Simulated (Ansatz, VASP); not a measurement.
Bi in VASP and in Ansatz

```xyz
2
Lattice="2.2921 1.3233 3.9346 -2.2921 1.3233 3.9346 0.0000 -2.6467 3.9346" Properties=species:S:1:pos:R:3 pbc="T T T"
Bi    0.0000    0.0000    2.7934
Bi    0.0000    0.0000    9.0105
```

Alike in both runs: task single point; functional PBEsol; k mesh 14 × 14 × 14; occupations fermi-dirac, width 0.1 eV; no spin polarisation.

|  | VASP | Ansatz |
| --- | --- | --- |
| version | VASP 6.6.1 | Ansatz 0.2.0 |
| potentials or method | VASP PAW PBE potentials, release 64 (Bi_d), cutoff 520 eV | plane waves (420 eV) with PAW, scalar-relativistic |
| valence electrons in the cell | 30 | 30 |

```csv
,VASP,Ansatz,Ansatz less VASP
pressure (GPa),-1.8,-1.8,+0.05
"traceless stress, the component that is largest in VASP (GPa)",0.15,0.15,-0.001
```

VASP's potentials were made for PBE, not for PBEsol, and Ansatz warns of the same on its side.

Neither program's run includes spin-orbit coupling.
